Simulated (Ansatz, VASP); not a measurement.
One calculation of Al2W3, two programs

```
Al W
1.0
    -1.60841    1.60841    7.56589
     1.60841   -1.60841    7.56589
     1.60841    1.60841   -7.56589
Al W
2 3
Direct
  0.20039 0.20039 0.00000
  0.79961 0.79961 0.00000
  0.00000 0.00000 0.00000
  0.39899 0.39899 0.00000
  0.60101 0.60101 0.00000
```

Alike in both runs: functional PBE; k mesh 14 × 14 × 14; occupations gaussian, width 0.1 eV; no spin polarisation.

Ansatz relaxed the structure, and its values are those at the end. VASP's run is a single point on that final structure, the one shown.

|  | VASP | Ansatz |
| --- | --- | --- |
| version | VASP 6.6.1 | Ansatz 0.2.0 |
| potentials or method | VASP PAW PBE potentials, release 64 (Al, W_sv), cutoff 520 eV | scalar-relativistic, plane waves, PAW |
| valence electrons in the cell | 48 | 48 |

Ansatz gave:

| Property | Result |
| --- | --- |
| gap on the k mesh at the Fermi level (eV) | none |
| pressure (GPa) | 0.0 |
| rms of the force components (eV/Å) | 0.000 |

Task: What did VASP give for the same quantities?

Result: gap on the k mesh at the Fermi level (eV): none; pressure (GPa): 0.2; rms of the force components (eV/Å): 0.012.

A gap of «none» marks a metal or a gap that the smearing closes.

Neither program's run includes spin-orbit coupling.
